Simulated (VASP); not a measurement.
# Bi (R-3m) in VASP: electric field gradients with r2SCAN

Aim: the electric field gradients of Bi with r2SCAN.

All numbers are computed with VASP 6.6.1; they aren't measurements. Logs are shortened: lines on timing, memory, paths and dates and some standing lists are left out, and cuts for length are marked.

**1. The cell of the first run**

Symmetry: R-3m, No. 166, trigonal system. Conventional cell: a = 4.535 Å, b = 4.535 Å, c = 11.814 Å, α = 90.00°, β = 90.00°, γ = 120.00°. Within 4.1 Å of Bi (site symmetry 3m) lie 6 Bi at 3.09 to 3.48 Å.

**2. Electric field gradients, r2SCAN**

POSCAR reads:

```
Bi
1.0
    2.2675000000      1.3091417354      3.9380000000
   -2.2675000000      1.3091417354      3.9380000000
    0.0000000000     -2.6182834708      3.9380000000
Bi
2
Direct
    0.2362504184      0.2362504184      0.2362504184
    0.7637495816      0.7637495816      0.7637495816
```

INCAR.step1 reads:

```
SYSTEM = Bi
ALGO = Normal ; EDIFF = 1E-4
ENCUT = 520 ; GGA = PE
ISMEAR = -1 ; LASPH = .TRUE.
LCHARG = .FALSE. ; LREAL = .FALSE.
LWAVE = .TRUE. ; NBANDS = 22
NELM = 60 ; PREC = Accurate
SIGMA = 0.05
```

INCAR.step2 reads:

```
SYSTEM = Bi
ALGO = Normal ; EDIFF = 1E-8
ENCUT = 520 ; ISIF = 2
ISMEAR = -1 ; ISTART = 1
LASPH = .TRUE. ; LCHARG = .FALSE.
LEFG = .TRUE. ; LMIXTAU = .TRUE.
LREAL = .FALSE. ; LWAVE = .FALSE.
METAGGA = R2SCAN ; NBANDS = 22
NELM = 60 ; PREC = Accurate
SIGMA = 0.05
```

KPOINTS reads:

```
k-points
0
G
  9 9 9
  0 0 0
```

Potentials or basis: VASP PAW PBE potentials, release 64 (Bi_d).

Command:

```console
> cat potpaw_PBE.64/Bi_d/POTCAR > POTCAR
> cp INCAR.step1 INCAR
> mpirun -np 1 vasp_std > vasp.out
> cp INCAR.step2 INCAR
> mpirun -np 1 vasp_std > vasp.out
```

OUTCAR:

```text
SYSTEM = Bi
   EDIFF = 1E-8
   ENCUT = 520
   ISIF = 2
   ISMEAR = -1
   ISTART = 1
   LASPH = .TRUE.
   LREAL = .FALSE.
   METAGGA = R2SCAN
   NELM = 60
   PREC = Accurate

 ion  position               nearest neighbor table
   1  0.236  0.236  0.236-   2 3.09   2 3.09   2 3.09   2 3.48   2 3.48   2 3.48
   2  0.764  0.764  0.764-   1 3.09   1 3.09   1 3.09   1 3.48   1 3.48   1 3.48

  LATTYP: Found a trigonal (rhomboedric) cell.
 ALAT       =     4.7289800521
 COS(alpha) =     0.5401781303

  Lattice vectors:

 A1 = (   2.2675000000,   1.3091417354,   3.9380000000)
 A2 = (  -2.2675000000,   1.3091417354,   3.9380000000)
 A3 = (   0.0000000000,  -2.6182834708,   3.9380000000)

Analysis of symmetry for initial positions (statically):
=====================================================================
 Subroutine PRICEL returns:
 Original cell was already a primitive cell.

 Routine SETGRP: Setting up the symmetry group for a
 trigonal (rhombohedral) supercell.

 Subroutine GETGRP returns: Found 12 space group operations
 (whereof 12 operations were pure point group operations)
 out of a pool of 12 trial point group operations.

The static configuration has the point symmetry D_3d.

Analysis of symmetry for dynamics (positions and initial velocities):
=====================================================================
 Subroutine PRICEL returns:
 Original cell was already a primitive cell.

 Routine SETGRP: Setting up the symmetry group for a
 trigonal (rhombohedral) supercell.

 Subroutine GETGRP returns: Found 12 space group operations
 (whereof 12 operations were pure point group operations)
 out of a pool of 12 trial point group operations.

The dynamic configuration has the point symmetry D_3d.

 Subroutine INISYM returns: Found 12 space group operations
 (whereof 12 operations are pure point group operations),
 and found     1 'primitive' translations

----------------------------------------------------------------------------------------

                                     Primitive cell

  volume of cell :      70.1392

  direct lattice vectors                    reciprocal lattice vectors
[... 120 lines left out ...]
  volume of cell :       70.14
 maximum number of plane-waves:      1934
   NGX = 17   NGY = 17   NGZ = 17

 number of electron      29.9999995 magnetization

 Free energy of the ion-electron system (eV)
  ---------------------------------------------------
  ext. energy  EPLUGINS =         0.00000000
  ---------------------------------------------------
  free energy    TOTEN  =      -116.99223138 eV

  energy without entropy =     -116.99100305  energy(sigma->0) =     -116.99161721

 E-fermi :   6.2810     XC(G=0): -10.2305

 val. band max:        6.1803917899   @ k =   0.2222   0.2222   0.1111
 cond. band min:       6.3438863339   @ k =   0.4444   0.0000   0.0000
 fundamental gap:      0.1634945440
 Fermi energy:         6.2810229992

 k-point     1 :       0.0000    0.0000    0.0000
  band No.  band energies     occupation
      1     -17.3589      2.00000
      2     -17.3589      2.00000
      3     -17.1949      2.00000
      4     -17.1949      2.00000
      5     -17.1817      2.00000
      6     -16.9938      2.00000
[... 589 lines left out ...]
     21      16.4927      0.00000
     22      17.2618      0.00000

 [... further k-points ...]

------------------------ aborting loop because EDIFF is reached ----------------------------------------

  FORCE on cell =-STRESS in cart. coord.  units (eV):
  Direction    XX          YY          ZZ          XY          YZ          ZX
  --------------------------------------------------------------------------------------
  -------------------------------------------------------------------------------------
  Total        0.2918399      0.2918399      0.3310119      0.0000000      0.0000000      0.0000000
  in kB        6.6664455      6.6664455      7.5612435      0.0000000      0.0000000      0.0000000
  external PRESSURE =       6.9647115 kB  Pullay stress =       0.0000000 kB

 VOLUME and BASIS-vectors are now :
 -----------------------------------------------------------------------------
  energy-cutoff  :      520.00
  volume of cell :       70.14
      direct lattice vectors                 reciprocal lattice vectors
     2.267500000  1.309141735  3.938000000     0.220507166  0.127309872  0.084645336
    -2.267500000  1.309141735  3.938000000    -0.220507166  0.127309872  0.084645336
     0.000000000 -2.618283471  3.938000000     0.000000000 -0.254619744  0.084645336

 POSITION                                       TOTAL-FORCE (eV/Angst)
 -----------------------------------------------------------------------------------
      0.00000      0.00000      2.79106         0.000000      0.000000     -0.193909
      0.00000      0.00000      9.02294         0.000000     -0.000000      0.193909
 -----------------------------------------------------------------------------------
    total drift:                                0.000000     -0.000000      0.000000

  FREE ENERGIE OF THE ION-ELECTRON SYSTEM (eV)
  ---------------------------------------------------
  free  energy   TOTEN  =      -116.9922313783 eV

  energy  without entropy=     -116.9910030498  energy(sigma->0) =     -116.99161721

 Electric field gradients (V/A^2)
---------------------------------------------------------------------
 ion       V_xx      V_yy      V_zz      V_xy      V_xz      V_yz
---------------------------------------------------------------------
   1      19.226    19.226   -38.452    -0.000    -0.000    -0.000
   2      19.226    19.226   -38.452    -0.000    -0.000    -0.000
---------------------------------------------------------------------

 Electric field gradients after diagonalization (V/A^2)
 (convention: |V_zz| > |V_xx| > |V_yy|)
----------------------------------------------------------------------
 ion       V_xx      V_yy      V_zz     asymmetry (V_yy - V_xx)/ V_zz
----------------------------------------------------------------------
   1      19.226    19.226   -38.452       0.000
   2      19.226    19.226   -38.452       0.000
----------------------------------------------------------------------

           NMR quadrupolar parameters

 Cq : quadrupolar parameter    Cq=e*Q*V_zz/h
 eta: asymmetry parameters     (V_yy - V_xx)/ V_zz
 Q  : nuclear electric quadrupole moment in mb (millibarn)
----------------------------------------------------------------------
 ion       Cq(MHz)       eta       Q (mb)
----------------------------------------------------------------------
   1      -0.093       0.000       1.000
   2      -0.093       0.000       1.000
----------------------------------------------------------------------
```

OUTCAR.step1:

```text
SYSTEM = Bi
   EDIFF = 1E-4
   ENCUT = 520
   GGA = PE
   ISMEAR = -1
   LASPH = .TRUE.
   LREAL = .FALSE.
[... 820 lines left out ...]
      0.00000      0.00000      2.79106         0.000000     -0.000000      0.001035
      0.00000      0.00000      9.02294         0.000000      0.000000     -0.001035
 -----------------------------------------------------------------------------------
    total drift:                                0.000000     -0.000000      0.000000

  FREE ENERGIE OF THE ION-ELECTRON SYSTEM (eV)
  ---------------------------------------------------
  free  energy   TOTEN  =        -7.7655471727 eV

  energy  without entropy=       -7.7635443049  energy(sigma->0) =       -7.76454574
```

OSZICAR.step1:

```text
N       E                     dE             d eps       ncg     rms          rms(c)
DAV:   1     0.307074254937E+03    0.30707E+03   -0.16242E+04  3740   0.164E+03
DAV:   2     0.183078231926E+02   -0.28877E+03   -0.28148E+03  3794   0.436E+02
DAV:   3    -0.685893117057E+01   -0.25167E+02   -0.24843E+02  4532   0.142E+02
DAV:   4    -0.773169632239E+01   -0.87277E+00   -0.87239E+00  4698   0.291E+01
DAV:   5    -0.776724615572E+01   -0.35550E-01   -0.35549E-01  5358   0.525E+00    0.101E+00
DAV:   6    -0.776503190175E+01    0.22143E-02   -0.16234E-02  4978   0.137E+00    0.612E-01
DAV:   7    -0.776532312752E+01   -0.29123E-03   -0.11197E-02  4646   0.119E+00    0.111E-01
DAV:   8    -0.776552768131E+01   -0.20455E-03   -0.14657E-03  4436   0.414E-01    0.220E-02
DAV:   9    -0.776554717266E+01   -0.19491E-04   -0.43936E-05  2848   0.580E-02
   1 F= -.77655472E+01 E0= -.77645457E+01  d E =-.200287E-02
```

It took 12 min on 1 thread of Intel Xeon 8259CL, shared host; peak memory 0.28 GiB.

What came out:

- Free energy: -116.9922 eV
- Pressure: 0.7 GPa
- Largest force: 0.194 eV/Å
- Largest electric field gradient by atom: Bi -38.5 V/Å²

Forces on the atoms (eV/Å):
```
Bi   0.000  0.000 -0.194
Bi   0.000  0.000  0.194
```

Stress tensor (GPa, compression positive):
```
0.67 0.00 0.00
0.00 0.67 0.00
0.00 0.00 0.76
```

Levels at points of the mesh, in eV from the Fermi level:
```csv
k point,band 12,band 13,band 14,band 15,band 16,band 17,band 18,band 19
"(0.00, 0.00, 0.00)",-7.62,-1.70,-1.34,-1.34,2.79,3.12,3.12,5.95
```

Electric field gradients, principal values (V/Å²):
| atom | least | middle | greatest (by size) |
| --- | --- | --- | --- |
| 1 Bi | 19.226 | 19.226 | -38.452 |
| 2 Bi | 19.226 | 19.226 | -38.452 |

Caveat: without QUAD_EFG the Cq values of the log hold for a quadrupole moment of 1 mb, not for the nuclei; the PAW data sets were made with another functional, which shifts forces and pressure a little; spin-orbit coupling is left out, which moves the levels of the heavy elements.
